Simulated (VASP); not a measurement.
Wanted: the native input for a VASP 6.6.1 run.

```
Task                   : single point
Functional             : PBE
Potentials or basis    : VASP PAW PBE potentials, release 64 (Se)
Cutoff                 : 520 eV
k mesh                 : 11 × 11 × 11
Occupations            : fermi-dirac, width 0.1 eV
Spin                   : no spin polarisation
Dipole correction      : no
Further INCAR settings : ALGO = Normal; EDIFF = 1e-07; NBANDS = 13
```

The structure of Se lies in POSCAR:

```
Se
1.0
    0.0000000000      3.0564476425      3.0564476425
    3.0564476425      0.0000000000      3.0564476425
    3.0564476425      3.0564476425      0.0000000000
Se
2
Direct
   -0.1250000000     -0.1250000000     -0.1250000000
    0.1250000000      0.1250000000      0.1250000000
```

This isn't the form of Se at room conditions, which is trigonal, of chains.

These files were run (other wordings do the same):

INCAR

```
SYSTEM = Se
ALGO = Normal ; EDIFF = 1E-7
ENCUT = 520 ; GGA = PE
ISIF = 2 ; ISMEAR = -1
LASPH = .True. ; LCHARG = .True.
LELF = .True. ; LREAL = .False.
LVHAR = .True. ; LWAVE = .False.
NBANDS = 13 ; NELM = 60
PREC = Accurate ; SIGMA = 0.1
```

KPOINTS

```
k-points
0
Gamma
  11 11 11
  0 0 0
```

Potentials or basis: VASP PAW PBE potentials, release 64 (Se).

Command:

```bash
$ cat potpaw_PBE.64/Se/POTCAR > POTCAR
$ mpirun -np 1 vasp_std > vasp.out
```

It gave:

* Pressure: 5.1 GPa
* Band gap on the k mesh: zero (bands 6 and 7 overlap by 1.17 eV)

Caveat: the cell stands under pressure.

Wall time 30 s on 1 thread of AMD EPYC 7R13 Processor (Zen 3), with other jobs on the host, peak memory 0.16 GiB.
